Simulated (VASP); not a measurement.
BaS:

```xyz
2
Lattice="0.0000 3.2144 3.2144 3.2144 0.0000 3.2144 3.2144 3.2144 0.0000" Properties=species:S:1:pos:R:3 pbc="T T T"
Ba    0.0000    0.0000    0.0000
S     3.2144    3.2144    3.2144
```

| Property | Result |
| --- | --- |
| Program | VASP 6.6.1 |
| Task | relaxation of cell and atoms |
| Functional | LDA |
| Potentials or basis | VASP PAW LDA potentials, release 64 (Ba_sv, S) |
| Cutoff | 600 eV |
| k mesh | 8 × 8 × 8 |
| Occupations | gaussian, width 0.02 eV |
| Spin | no spin polarisation |

At the start: pressure -2.6 GPa; volume 33.21 Å³/atom.

Problem. Where does the relaxation end?

Solution. Over 3 steps the energy falls by 16.3 meV/atom and the volume is 31.30 Å³/atom (-5.7 %); space group Fm-3m (No. 225, to 0.05 Å).

The path:
```
step  energy change (eV)  largest force (eV/Å)  pressure (GPa)  volume (Å³)
   1              0.0000                0.0000           -2.59        66.42
   2             -0.0288                0.0000            1.05        61.39
   3             -0.0327                0.0000            0.00        62.61
```

Final structure:
```
Ba S
1.0
     0.00000    3.15161    3.15161
     3.15161    0.00000    3.15161
     3.15161    3.15161    0.00000
Ba S
1 1
Direct
  0.00000 0.00000 0.00000
  0.50000 0.50000 0.50000
```
